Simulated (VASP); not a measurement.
# MgO (P6_3/mmc) in VASP: a series of runs, part 2 of 2

VASP 6.6.1. Earlier steps stand in the parts before.

**5. Single point, PBE**

This run uses another cell than the first one, of the same volume but with other edges.

Contents of INCAR:

```
SYSTEM = MgO
PREC = Accurate
ENCUT = 520
EDIFF = 1E-6
ISMEAR = 0
SIGMA = 0.05
LREAL = .FALSE.
LASPH = .TRUE.
NELM = 100
ALGO = Normal
ISIF = 2
LWAVE = .FALSE.
LCHARG = .TRUE.
GGA = PE
LELF = .TRUE.
LVHAR = .TRUE.
NBANDS = 16
```

Contents of KPOINTS:

```
regular mesh
0
G
  9 9 6
  0 0 0
```

Contents of POSCAR:

```
MgO
1.0
    3.5917000000      0.0000000000      0.0000000000
   -1.7958500000      3.1105034428      0.0000000000
    0.0000000000      0.0000000000      4.1122000000
Mg O
2 2
Direct
    0.6666666667      0.3333333333      0.7500000000
    0.3333333333      0.6666666667      0.2500000000
    0.6666666667      0.3333333333      0.2500000000
    0.3333333333      0.6666666667      0.7500000000
```

Potentials or basis: VASP PAW PBE potentials, release 64 (Mg, O).

On the command line:

```
$ cat potpaw_PBE.64/Mg/POTCAR potpaw_PBE.64/O/POTCAR > POTCAR
$ mpirun -np 1 vasp_std > vasp.out
```

OUTCAR:

```text
SYSTEM = MgO
   PREC = Accurate
   ENCUT = 520
   EDIFF = 1E-6
   ISMEAR = 0
   LREAL = .FALSE.
   LASPH = .TRUE.
   NELM = 100
   ISIF = 2
   GGA = PE

 ion  position               nearest neighbor table
   1  0.667  0.333  0.750-   3 2.06   3 2.06   4 2.07   4 2.07   4 2.07   2 2.92   2 2.92   2 2.92
                             2 2.92   2 2.92   2 2.92
   2  0.333  0.667  0.250-   4 2.06   4 2.06   3 2.07   3 2.07   3 2.07   1 2.92   1 2.92   1 2.92
                             1 2.92   1 2.92   1 2.92
   3  0.667  0.333  0.250-   1 2.06   1 2.06   2 2.07   2 2.07   2 2.07
   4  0.333  0.667  0.750-   2 2.06   2 2.06   1 2.07   1 2.07   1 2.07

  LATTYP: Found a hexagonal cell.
 ALAT       =     3.5917000000
 C/A-ratio  =     1.1449174486

  Lattice vectors:

 A1 = (   3.5917000000,   0.0000000000,   0.0000000000)
 A2 = (  -1.7958500000,   3.1105034428,   0.0000000000)
 A3 = (   0.0000000000,   0.0000000000,   4.1122000000)

Analysis of symmetry for initial positions (statically):
=====================================================================
 Subroutine PRICEL returns:
 Original cell was already a primitive cell.

 Routine SETGRP: Setting up the symmetry group for a
 hexagonal supercell.

 Subroutine GETGRP returns: Found 24 space group operations
 (whereof 12 operations were pure point group operations)
 out of a pool of 24 trial point group operations.

The static configuration has the point symmetry D_3d.
 The point group associated with its full space group is D_6h.

Analysis of symmetry for dynamics (positions and initial velocities):
=====================================================================
 Subroutine PRICEL returns:
 Original cell was already a primitive cell.

 Routine SETGRP: Setting up the symmetry group for a
 hexagonal supercell.

 Subroutine GETGRP returns: Found 24 space group operations
 (whereof 12 operations were pure point group operations)
 out of a pool of 24 trial point group operations.

[... 121 lines left out ...]
   EFERMI_NEDOS =   21; number of points for ismear=-14 and -15
   IALGO  =     38    algorithm
   IMIX   =      4    mixing-type and parameters
     AMIX     =   0.40;   BMIX     =  1.00
     AMIX_MAG =   1.60;   BMIX_MAG =  1.00
  volume/ion in A,a.u.               =      11.49        77.51
  Fermi-wavevector in a.u.,A,eV,Ry     =   1.151807  2.176600 18.050307  1.326660
  Thomas-Fermi vector in A             =   2.288463
   LORBIT       =      0    0 simple, 1 ext, 2 COOP (PROOUT), +10 PAW based schemes
   GGA     = PE    functional components
   LHFCALC =     F    Hartree Fock is set to
   AEXX    =    0.0000 exact exchange contribution
   IVDW    =     0    specifies the selected vdW correction
   LEPSILON=     F    determine dielectric tensor
   LRPA    =     F    only Hartree local field effects (RPA)
 non-spin polarized calculation
 Gauss-broadening in eV      SIGMA  =   0.05
  energy-cutoff  :      520.00
  volume of cell :       45.94
 maximum number of plane-waves:      1264
 NGX is ok and might be reduce to    28

 number of electron      16.0000005 magnetization

 Free energy of the ion-electron system (eV)
  ---------------------------------------------------
  ext. energy  EPLUGINS =         0.00000000
  ---------------------------------------------------
  free energy    TOTEN  =       -23.63708016 eV

  energy without entropy =      -23.63708016  energy(sigma->0) =      -23.63708016

 E-fermi :   1.9485     XC(G=0):  -9.8662

 val. band max:        1.6347966818   @ k =   0.0000   0.0000   0.0000
 cond. band min:       4.9223748022   @ k =   0.0000   0.0000   0.0000
 fundamental gap:      3.2875781204
 Fermi energy:         1.9485273477

 k-point     1 :       0.0000    0.0000    0.0000
  band No.  band energies     occupation
      1     -15.0544      2.00000
      2     -13.6987      2.00000
      3      -1.6910      2.00000
      4      -0.0147      2.00000
      5      -0.0147      2.00000
      6       1.0104      2.00000
[... 433 lines left out ...]
      3      -1.6491      2.00000
      4      -1.0051      2.00000
      5      -1.0051      2.00000
      6       0.6149      2.00000
[... 8 lines left out ...]
     15      15.8807      0.00000
     16      17.7346      0.00000

 [... further k-points ...]
[... 5 lines left out ...]
  --------------------------------------------------------------------------------------
  -------------------------------------------------------------------------------------
  Total       -0.9960419     -0.9960419      1.2747313      0.0000000      0.0000000      0.0000000
  in kB      -34.7362746    -34.7362746     44.4553731      0.0000000      0.0000000      0.0000000
  external PRESSURE =      -8.3390587 kB  Pullay stress =       0.0000000 kB

 VOLUME and BASIS-vectors are now :
 -----------------------------------------------------------------------------
  energy-cutoff  :      520.00
  volume of cell :       45.94
      direct lattice vectors                 reciprocal lattice vectors
     3.591700000  0.000000000  0.000000000     0.278419690  0.160745683  0.000000000
    -1.795850000  3.110503443  0.000000000     0.000000000  0.321491366  0.000000000
     0.000000000  0.000000000  4.112200000     0.000000000  0.000000000  0.243178834

 POSITION                                       TOTAL-FORCE (eV/Angst)
 -----------------------------------------------------------------------------------
      1.79585      1.03683      3.08415         0.000000     -0.000000      0.000000
     -0.00000      2.07367      1.02805         0.000000      0.000000      0.000000
      1.79585      1.03683      1.02805        -0.000000     -0.000000      0.000000
     -0.00000      2.07367      3.08415        -0.000000      0.000000      0.000000
 -----------------------------------------------------------------------------------
    total drift:                                0.000000     -0.000000      0.000000

  FREE ENERGIE OF THE ION-ELECTRON SYSTEM (eV)
  ---------------------------------------------------
  free  energy   TOTEN  =       -23.6370801642 eV

  energy  without entropy=      -23.6370801642  energy(sigma->0) =      -23.63708016
```

Run time: 47 s. Hardware: 1 thread of Intel Xeon 8259CL, shared host; peak memory 0.18 GiB.

What came out:

```
Free energy            : -23.6371 eV
Pressure               : -0.8 GPa
Band gap on the k mesh : 3.29 eV, direct
```

Levels at points of the mesh, in eV from the valence-band top:
| k point | band 5 | band 6 | band 7 | band 8 | band 9 | band 10 | band 11 | band 12 |
| --- | --- | --- | --- | --- | --- | --- | --- | --- |
| (0.00, 0.00, 0.00) | -1.65 | -0.62 | -0.62 | 0.00 | 3.29 | 9.39 | 12.04 | 12.04 |
| (0.00, 0.00, 0.50) | -1.16 | -1.16 | -1.16 | -1.16 | 6.35 | 6.35 | 12.40 | 12.40 |

PBE gaps usually lie below the measured ones, often by a third to a half.

**6. Single point, PBE**

This run uses another cell than the first one, of the same volume but with other edges.

Contents of INCAR:

```
SYSTEM = MgO
PREC = Accurate
ENCUT = 520
EDIFF = 1E-6
ISMEAR = 0
SIGMA = 0.05
LREAL = .False.
LASPH = .True.
NELM = 100
ALGO = Normal
ISIF = 2
LWAVE = .False.
LCHARG = .False.
GGA = PE
NBANDS = 16
```

Contents of KPOINTS:

```
regular mesh
0
Gamma
  9 9 6
  0 0 0
```

Contents of POSCAR:

```
MgO
1.0
    3.4509000000      0.0000000000      0.0000000000
   -1.7254500000      2.9885670659      0.0000000000
    0.0000000000      0.0000000000      4.4514000000
Mg O
2 2
Direct
    0.6666666667      0.3333333333      0.7500000000
    0.3333333333      0.6666666667      0.2500000000
    0.6666666667      0.3333333333      0.2500000000
    0.3333333333      0.6666666667      0.7500000000
```

Potentials or basis: VASP PAW PBE potentials, release 64 (Mg, O).

On the command line:

```
$ cat potpaw_PBE.64/Mg/POTCAR potpaw_PBE.64/O/POTCAR > POTCAR
$ mpirun -np 1 vasp_std > vasp.out
```

Wall time 49 s (1 thread of Intel Xeon 8259CL, shared host); peak memory 0.19 GiB.

Results (log left out):

| Property | Result |
| --- | --- |
| Free energy | -23.6092 eV |
| Pressure | -0.7 GPa |
| Band gap on the k mesh | 3.13 eV, direct |

Stress tensor (GPa, compression positive):
```
 2.33  0.00  0.00
 0.00  2.33  0.00
 0.00  0.00 -6.82
```

Levels at points of the mesh, in eV from the valence-band top:
```csv
k point,band 5,band 6,band 7,band 8,band 9,band 10,band 11,band 12
"(0.00, 0.00, 0.00)",-1.64,-0.92,-0.92,0.00,3.13,8.86,11.20,12.68
"(0.00, 0.00, 0.50)",-1.29,-1.29,-1.29,-1.29,6.08,6.08,13.05,13.05
```

As with any semilocal functional, this PBE gap is likely too small.

**7. The runs side by side**

| cell | gap on the mesh (eV) | pressure (GPa) |
| --- | --- | --- |
| a = 3.627, b = 3.627, c = 4.027 Å, angles 90.0, 90.0, 120.0°, 4 atoms | 3.34 | 0.5 |
| a = 3.557, b = 3.556, c = 4.239 Å, angles 90.0, 90.0, 120.0°, 4 atoms | 3.17 | -2.9 |
| a = 3.521, b = 3.521, c = 4.282 Å, angles 90.0, 90.0, 120.0°, 4 atoms | 3.19 | -1.8 |
| a = 3.592, b = 3.592, c = 4.112 Å, angles 90.0, 90.0, 120.0°, 4 atoms | 3.29 | -0.8 |
| a = 3.451, b = 3.451, c = 4.451 Å, angles 90.0, 90.0, 120.0°, 4 atoms | 3.13 | -0.7 |

Alike in all rows: task single point; level PBE; potentials or basis VASP PAW PBE potentials, release 64 (Mg, O); no spin polarisation; k mesh 9 × 9 × 6; cutoff (eV) 520; smearing gaussian 0.05 eV.

Absolute energies hang on the potentials; compare differences alone.
